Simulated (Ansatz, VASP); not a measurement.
Mg5Te3: VASP beside Ansatz

```
Mg Te
1.0
     4.20000    0.00000    0.00000
    -2.10000    3.63731    0.00000
     0.00000    0.00000   12.20000
Mg Te
5 3
Cartesian
  2.1000 1.2124 7.5030
  0.0000 0.0000 6.1000
  0.0000 2.4249 4.6970
  0.0000 2.4249 1.6470
  2.1000 1.2124 10.5530
  0.0000 2.4249 8.9670
  2.1000 1.2124 3.2330
  0.0000 0.0000 0.0000
```

Alike in both runs: task relaxation of cell and atoms; functional PBE; k mesh 5 × 5 × 2; occupations gaussian, width 0.2 eV; no spin polarisation.

|  | VASP | Ansatz |
| --- | --- | --- |
| version | VASP 6.6.1 | Ansatz 0.2.0 |
| potentials or method | VASP PAW PBE potentials, release 64 (Mg, Te), cutoff 600 eV | scalar-relativistic, plane waves, PAW |
| valence electrons in the cell | 28 | 98 |

```csv
,VASP,Ansatz,Ansatz less VASP
"gap on the k mesh at the Fermi level, each at its own relaxed structure (eV)",0.24,0.24,-0.007
relaxed volume (Å³/atom),28.01,27.97,-0.044
relaxed length of the cell vector where the two differ most in proportion (Å),15.085,15.012,-0.0728
```

VASP's potentials hold 28 valence electrons a cell and Ansatz's 98, so a difference there can come from the potentials and not from the codes.

Neither program's run includes spin-orbit coupling. Noted on VASP's run: the volume moved by over 15 % at a fixed basis, so the end points are rough.
